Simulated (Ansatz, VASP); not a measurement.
**PtS2: VASP beside Ansatz**

```
Pt S
1.0
     3.82700    0.00000    0.00000
    -1.91350    3.31428    0.00000
     0.00000    0.00000    6.17180
Pt S
1 2
Direct
  0.00000 0.00000 0.00000
  0.33333 0.66667 0.17715
  0.66667 0.33333 0.82285
```

Alike in both runs: functional PBE; k mesh 9 × 9 × 4; occupations gaussian, width 0.05 eV; no spin polarisation.

Ansatz relaxed the structure, and its values are those at the end. VASP's run is a single point on that final structure, the one shown.

```csv
,VASP,Ansatz
version,VASP 6.6.1,Ansatz 0.2.0
potentials or method,"VASP PAW PBE potentials, release 64 (Pt, S), cutoff 520 eV","scalar-relativistic, plane waves, PAW"
valence electrons in the cell,22,30
```

|  | VASP | Ansatz | Ansatz less VASP |
| --- | --- | --- | --- |
| gap on the k mesh at the Fermi level (eV) | 1.10 | 1.10 | -0.001 |
| least direct gap on the mesh (eV) | 1.18 | 1.18 | -0.002 |
| pressure (GPa) | -6.9 | -6.6 | +0.27 |
| rms of the force components (eV/Å) | 0.011 | 0.000 | -0.0108 |

The functional is the same, so the differences come from potentials, cutoffs and numerics. VASP's potentials hold 22 valence electrons a cell and Ansatz's 30, so a difference there can come from the potentials and not from the codes. Ansatz's warnings: stress scf threshold loose.

Spin-orbit coupling is off throughout.
